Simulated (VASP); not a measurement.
# Sc (P6_3/mmc) in VASP: notebook

The runs below take Sc through single point, relaxation of cell and atoms, with RPBE.

Everything below comes from runs of VASP 6.6.1. Logs are shortened: lines on timing, memory, paths and dates and some standing lists are left out, and cuts for length are marked.

## (1) The cell of the first run

Symmetry: P6_3/mmc, No. 194, hexagonal system. The conventional cell has a = 3.354 Å, b = 3.354 Å, c = 5.241 Å, α = 90.00°, β = 90.00°, γ = 120.00°. Within 4.3 Å of Sc (site symmetry -6m2) lie 12 Sc at 3.26 to 3.35 Å.

## (2) Single point, RPBE

INCAR

```
SYSTEM = Sc
ALGO = Normal
EDIFF = 1E-7
ENCUT = 520
GGA = RP
ISIF = 2
ISMEAR = 1
LASPH = .TRUE.
LCHARG = .FALSE.
LREAL = .FALSE.
LWAVE = .FALSE.
NBANDS = 18
NELM = 100
PREC = Accurate
SIGMA = 0.05
```

KPOINTS

```
k-points
0
G
  8 8 4
  0 0 0
```

POSCAR

```
Sc
1.0
    3.3544554838      0.0000000000      0.0000000000
   -1.6772277419      2.9050436649      0.0000000000
    0.0000000000      0.0000000000      5.2412949227
Sc
2
Direct
    0.3333333333      0.6666666667      0.2500000000
    0.6666666667      0.3333333333      0.7500000000
```

Potentials or basis: VASP PAW PBE potentials, release 64 (Sc_sv).

Command:

```bash
$ cat potpaw_PBE.64/Sc_sv/POTCAR > POTCAR
$ mpirun -np 1 vasp_std > vasp.out
```

OUTCAR:

```text
SYSTEM = Sc
   EDIFF = 1E-7
   ENCUT = 520
   GGA = RP
   ISIF = 2
   ISMEAR = 1
   LASPH = .TRUE.
   LREAL = .FALSE.
   NELM = 100
   PREC = Accurate

 ion  position               nearest neighbor table
   1  0.333  0.667  0.250-   2 3.26   2 3.26   2 3.26   2 3.26   2 3.26   2 3.26
   2  0.667  0.333  0.750-   1 3.26   1 3.26   1 3.26   1 3.26   1 3.26   1 3.26

  LATTYP: Found a hexagonal cell.
 ALAT       =     3.3544554838
 C/A-ratio  =     1.5624875477

  Lattice vectors:

 A1 = (   3.3544554838,   0.0000000000,   0.0000000000)
 A2 = (  -1.6772277419,   2.9050436649,   0.0000000000)
 A3 = (   0.0000000000,   0.0000000000,   5.2412949227)

Analysis of symmetry for initial positions (statically):
=====================================================================
 Subroutine PRICEL returns:
 Original cell was already a primitive cell.

 Routine SETGRP: Setting up the symmetry group for a
 hexagonal supercell.

 Subroutine GETGRP returns: Found 24 space group operations
 (whereof 12 operations were pure point group operations)
 out of a pool of 24 trial point group operations.

The static configuration has the point symmetry D_3d.
 The point group associated with its full space group is D_6h.

Analysis of symmetry for dynamics (positions and initial velocities):
=====================================================================
 Subroutine PRICEL returns:
 Original cell was already a primitive cell.

 Routine SETGRP: Setting up the symmetry group for a
 hexagonal supercell.

 Subroutine GETGRP returns: Found 24 space group operations
 (whereof 12 operations were pure point group operations)
 out of a pool of 24 trial point group operations.

The dynamic configuration has the point symmetry D_3d.
 The point group associated with its full space group is D_6h.

 Subroutine INISYM returns: Found 24 space group operations
 (whereof 12 operations are pure point group operations),
 and found     1 'primitive' translations

----------------------------------------------------------------------------------------

                                     Primitive cell

  volume of cell :      51.0756

  direct lattice vectors                    reciprocal lattice vectors
     3.354455484  0.000000000  0.000000000     0.298110977  0.172114453  0.000000000
    -1.677227742  2.905043665  0.000000000     0.000000000  0.344228905  0.000000000
     0.000000000  0.000000000  5.241294923     0.000000000  0.000000000  0.190792545

  length of vectors
     3.354455484  3.354455484  5.241294923     0.344228905  0.344228905  0.190792545

  position of ions in fractional coordinates (direct lattice)
     0.333333333  0.666666667  0.250000000
     0.666666667  0.333333333  0.750000000

  ion indices of the primitive-cell ions
   primitive index   ion index
                 1           1
                 2           2

----------------------------------------------------------------------------------------

 KPOINTS: k-points

Automatic generation of k-mesh.
 Grid dimensions read from file:
 generate k-points for:    8    8    4

 Generating k-lattice:

  Cartesian coordinates                     Fractional coordinates (reciprocal lattice)
     0.037263872  0.021514307  0.000000000     0.125000000 -0.000000000  0.000000000
     0.000000000  0.043028613  0.000000000     0.000000000  0.125000000  0.000000000
     0.000000000  0.000000000  0.047698136     0.000000000  0.000000000  0.250000000

  Length of vectors
     0.043028613  0.043028613  0.047698136

  Shift w.r.t. Gamma in fractional coordinates (k-lattice)
     0.000000000  0.000000000  0.000000000

 Subroutine IBZKPT returns following result:
 ===========================================

 Found     30 irreducible k-points:

 Following reciprocal coordinates:
            Coordinates               Weight
  0.000000  0.000000  0.000000      1.000000
  0.125000 -0.000000  0.000000      6.000000
  0.250000 -0.000000  0.000000      6.000000
  0.375000 -0.000000  0.000000      6.000000
  0.500000 -0.000000  0.000000      3.000000
  0.125000  0.125000  0.000000      6.000000
[... 16 lines left out ...]
  0.250000 -0.000000  0.500000      6.000000
  0.375000 -0.000000  0.500000      6.000000
 [... further k-points ...]
   k-points           NKPTS =     30   k-points in BZ     NKDIM =     30   number of bands    NBANDS=     18
   number of dos      NEDOS =    301   number of ions     NIONS =      2
   total plane-waves  NPLWV =  31360
   dimension x,y,z NGX =    28 NGY =   28 NGZ =   40
   dimension x,y,z NGXF=    56 NGYF=   56 NGZF=   80
   ions per type =               2
   NGX,Y,Z   is equivalent  to a cutoff of  13.88, 13.88, 12.69 a.u.
   NGXF,Y,Z  is equivalent  to a cutoff of  27.75, 27.75, 25.37 a.u.
 SYSTEM =  Sc
   PREC   = accura    normal or accurate (medium, high low for compatibility)
   ISTART =      0    job   : 0-new  1-cont  2-samecut
   ICHARG =      2    charge: 1-file 2-atom 10-const
   ISPIN  =      1    spin polarized calculation?
   LNONCOLLINEAR =      F non collinear calculations
   LSORBIT =      F    spin-orbit coupling
   LASPH  =      T    aspherical Exc in radial PAW
   ENCUT  =  520.0 eV  38.22 Ry    6.18 a.u.   6.24  6.24  9.75*2*pi/ulx,y,z
   NELM   =    100;   NELMIN=  2; NELMDL= -5     # of ELM steps
   EDIFF  = 0.1E-06   stopping-criterion for ELM
   LREAL  =      F    real-space projection
   EDIFFG = 0.1E-05   stopping-criterion for IOM
   NSW    =      0    number of steps for IOM
   IBRION =     -1    ionic relax: 0-MD 1-quasi-New 2-CG
   NFREE  =      0    steps in history (QN), initial steepest desc. (CG)
   ISIF   =      2    stress and relaxation
   ISYM   =      2    0-nonsym 1-usesym 2-fastsym
   POTIM  = 0.5000    time-step for ionic-motion
   TEBEG  =    0.0;   TEEND  =   0.0 temperature during run
   PSTRESS=    0.0 pullay stress
   NELECT =      22.0000    total number of electrons
   NUPDOWN=      -1.0000    fix difference up-down
   EMIN   =  10.00;   EMAX   =-10.00  energy-range for DOS
   EFERMI =   0.00;   METHOD = LEGACY
   ISMEAR =     1;   SIGMA  =   0.05  broadening in eV -4-tet -1-fermi 0-gaus
   EFERMI_NEDOS =   21; number of points for ismear=-14 and -15
   IALGO  =     38    algorithm
   IMIX   =      4    mixing-type and parameters
     AMIX     =   0.40;   BMIX     =  1.00
     AMIX_MAG =   1.60;   BMIX_MAG =  1.00
  volume/ion in A,a.u.               =      25.54       172.34
  Fermi-wavevector in a.u.,A,eV,Ry     =   1.236359  2.336380 20.797645  1.528584
  Thomas-Fermi vector in A             =   2.370971
   LORBIT       =      0    0 simple, 1 ext, 2 COOP (PROOUT), +10 PAW based schemes
   GGA     = RP    functional components
   LHFCALC =     F    Hartree Fock is set to
   AEXX    =    0.0000 exact exchange contribution
   IVDW    =     0    specifies the selected vdW correction
   LEPSILON=     F    determine dielectric tensor
   LRPA    =     F    only Hartree local field effects (RPA)
 non-spin polarized calculation
 Methfessel and Paxton  Order N= 1 SIGMA  =   0.05
  energy-cutoff  :      520.00
  volume of cell :       51.08
 maximum number of plane-waves:      1388
 NGX is ok and might be reduce to    28
   NGX = 13   NGY = 13   NGZ = 19

 number of electron      22.0000000 magnetization

 Free energy of the ion-electron system (eV)
  ---------------------------------------------------
  ext. energy  EPLUGINS =         0.00000000
  ---------------------------------------------------
  free energy    TOTEN  =       -11.89059085 eV

  energy without entropy =      -11.89016527  energy(sigma->0) =      -11.89044899

 E-fermi :   3.6145     XC(G=0):  -9.6167

 val. band max:        3.5332752453   @ k =   0.2500  -0.0000   0.2500
 cond. band min:       3.6178816262   @ k =   0.2500   0.1250   0.0000
 fundamental gap:      0.0846063809
 Fermi energy:         3.6145228463

 k-point     1 :       0.0000    0.0000    0.0000
  band No.  band energies     occupation
      1     -46.0595      2.00000
      2     -46.0004      2.00000
      3     -24.7773      2.00000
      4     -24.4969      2.00000
      5     -24.4969      2.00000
      6     -24.4392      2.00000
[... 10 lines left out ...]
     17       5.8596      0.00000
     18       5.8596      0.00000

 k-point     2 :       0.1250   -0.0000    0.0000
  band No.  band energies     occupation
      1     -46.0535      2.00000
      2     -45.9984      2.00000
      3     -24.7599      2.00000
      4     -24.5298      2.00000
      5     -24.5083      2.00000
      6     -24.4736      2.00000
[... 10 lines left out ...]
     17       5.7024      0.00000
     18       5.7838      0.00000

 k-point     3 :       0.2500   -0.0000    0.0000
  band No.  band energies     occupation
      1     -46.0383      2.00000
      2     -45.9943      2.00000
      3     -24.7130      2.00000
      4     -24.6104      2.00000
      5     -24.5539      2.00000
      6     -24.5343      2.00000
[... 10 lines left out ...]
     17       6.1953      0.00000
     18       6.3279      0.00000

 k-point     4 :       0.3750   -0.0000    0.0000
  band No.  band energies     occupation
      1     -46.0211      2.00000
      2     -45.9923      2.00000
      3     -24.6922      2.00000
      4     -24.6532      2.00000
      5     -24.6306      2.00000
      6     -24.5591      2.00000
[... 375 lines left out ...]
      4     -24.6044      2.00000
      5     -24.4833      2.00000
      6     -24.4833      2.00000
[... 10 lines left out ...]
     17       6.8096      0.00000
     18       6.8117      0.00000

 k-point    23 :       0.2500   -0.0000    0.5000
  band No.  band energies     occupation
      1     -46.0164      2.00000
      2     -46.0164      2.00000
      3     -24.6567      2.00000
      4     -24.6567      2.00000
      5     -24.4989      2.00000
      6     -24.4989      2.00000
[... 10 lines left out ...]
     17       6.8242      0.00000
     18       6.8404      0.00000

 k-point    24 :       0.3750   -0.0000    0.5000
  band No.  band energies     occupation
      1     -46.0067      2.00000
      2     -46.0067      2.00000
      3     -24.7239      2.00000
      4     -24.7239      2.00000
      5     -24.5139      2.00000
      6     -24.5139      2.00000
[... 10 lines left out ...]
     17       7.0921      0.00000
     18       7.1125      0.00000

 [... further k-points ...]
[... 5 lines left out ...]
  --------------------------------------------------------------------------------------
  -------------------------------------------------------------------------------------
  Total        0.0029358      0.0029358     -0.0108029      0.0000000      0.0000000     -0.0000000
  in kB        0.0920919      0.0920919     -0.3388748      0.0000000      0.0000000     -0.0000000
  external PRESSURE =      -0.0515637 kB  Pullay stress =       0.0000000 kB

 VOLUME and BASIS-vectors are now :
 -----------------------------------------------------------------------------
  energy-cutoff  :      520.00
  volume of cell :       51.08
      direct lattice vectors                 reciprocal lattice vectors
     3.354455484  0.000000000  0.000000000     0.298110977  0.172114453  0.000000000
    -1.677227742  2.905043665  0.000000000     0.000000000  0.344228905  0.000000000
     0.000000000  0.000000000  5.241294923     0.000000000  0.000000000  0.190792545

 POSITION                                       TOTAL-FORCE (eV/Angst)
 -----------------------------------------------------------------------------------
     -0.00000      1.93670      1.31032        -0.000000      0.000000      0.000000
      1.67723      0.96835      3.93097         0.000000     -0.000000      0.000000
 -----------------------------------------------------------------------------------
    total drift:                               -0.000000      0.000000     -0.000000

  FREE ENERGIE OF THE ION-ELECTRON SYSTEM (eV)
  ---------------------------------------------------
  free  energy   TOTEN  =       -11.8905908472 eV

  energy  without entropy=      -11.8901652720  energy(sigma->0) =      -11.89044899
```

Run time: 27 s. Hardware: 1 thread of Intel Xeon Platinum 8259CL at 2.50GHz (Skylake/Cascade Lake), shared host; peak memory 0.18 GiB.

Results:

```
Free energy            : -11.8906 eV
Pressure               : 0.0 GPa
Band gap on the k mesh : zero (bands 11 and 12 overlap by 1.41 eV)
```

Caveat: the PAW data sets were made with another functional, which shifts forces and pressure a little.

## (3) Relaxation of cell and atoms, RPBE

This run uses another cell than the first one, of 25.00 Å³/atom.

INCAR

```
SYSTEM = Sc
PREC = Accurate
ENCUT = 600
EDIFF = 1E-7
ISMEAR = 1
SIGMA = 0.05
LREAL = .FALSE.
LASPH = .TRUE.
NELM = 100
ALGO = Normal
ISIF = 3
LWAVE = .FALSE.
LCHARG = .FALSE.
GGA = RP
IBRION = 2
NSW = 80
EDIFFG = -0.02
```

KPOINTS

```
regular mesh
0
G
  8 8 4
  0 0 0
```

POSCAR

```
Sc
1.0
    3.3090000000      0.0000000000      0.0000000000
   -1.6545000000      2.8656780600      0.0000000000
    0.0000000000      0.0000000000      5.2733000000
Sc
2
Direct
    0.3333333333      0.6666666667      0.2500000000
    0.6666666667      0.3333333333      0.7500000000
```

Potentials or basis: VASP PAW PBE potentials, release 64 (Sc_sv).

Command:

```bash
$ cat potpaw_PBE.64/Sc_sv/POTCAR > POTCAR
$ mpirun -np 1 vasp_std > vasp.out
```

Wall time 81 s (1 thread of Intel Xeon Platinum 8259CL at 2.50GHz (Skylake/Cascade Lake), shared host); peak memory 0.19 GiB.

It converged, with:

| Property | Result |
| --- | --- |
| Free energy | -11.8915 eV |
| Relaxed volume | 25.55 Å³/atom |
| Relaxed cell | a = 3.355 Å, b = 3.355 Å, c = 5.241 Å, α = 90.00°, β = 90.00°, γ = 120.00° |
| Space group after relaxing (to 0.1 Å) | P6_3/mmc (No. 194) |
| Energy gained by relaxing | 4.0 meV/atom |
| Ionic steps | 5 |
| Pressure after relaxing | 0.0 GPa |
| Band gap on the k mesh | zero (bands 11 and 12 overlap by 1.41 eV) |

The path:
```
step  energy change (eV)  largest force (eV/Å)  pressure (GPa)  volume (Å³)
   1              0.0000                0.0000            1.23        50.00
   2             -0.0075                0.0000           -0.28        51.40
   3             -0.0075                0.0000           -0.20        51.31
   4             -0.0080                0.0000           -0.04        51.15
   5             -0.0080                0.0000            0.01        51.10
```

Final structure:
```xyz
2
Lattice="3.3554 0.0000 0.0000 -1.6777 2.9059 0.0000 0.0000 0.0000 5.2412" Properties=species:S:1:pos:R:3 pbc="T T T"
Sc    0.0000    1.9373    1.3103
Sc    1.6777    0.9686    3.9309
```

Levels at points of the mesh, in eV from the Fermi level:
```
           k point  band 6  band 7  band 8  band 9  band 10  band 11  band 12  band 13  band 14  band 15
(0.00, 0.00, 0.00)  -28.06  -28.06  -28.01   -5.09    -1.60     0.46     1.54     1.54     1.78     1.96
(0.50, 0.00, 0.00)  -28.19  -28.11  -28.09   -1.62    -1.05    -0.64    -0.38     1.23     1.32     1.78
(0.00, 0.00, 0.50)  -28.08  -28.08  -28.08   -3.59    -3.59     0.93     0.93     1.46     1.46     1.46
(0.50, 0.00, 0.50)  -28.14  -28.11  -28.11   -1.44    -1.44     0.03     0.03     1.18     1.18     2.29
```

Caveat: the PAW data sets were made with another functional, which shifts forces and pressure a little.

The gap in the log of VASP goes by the Fermi energy; the results here count the filled bands.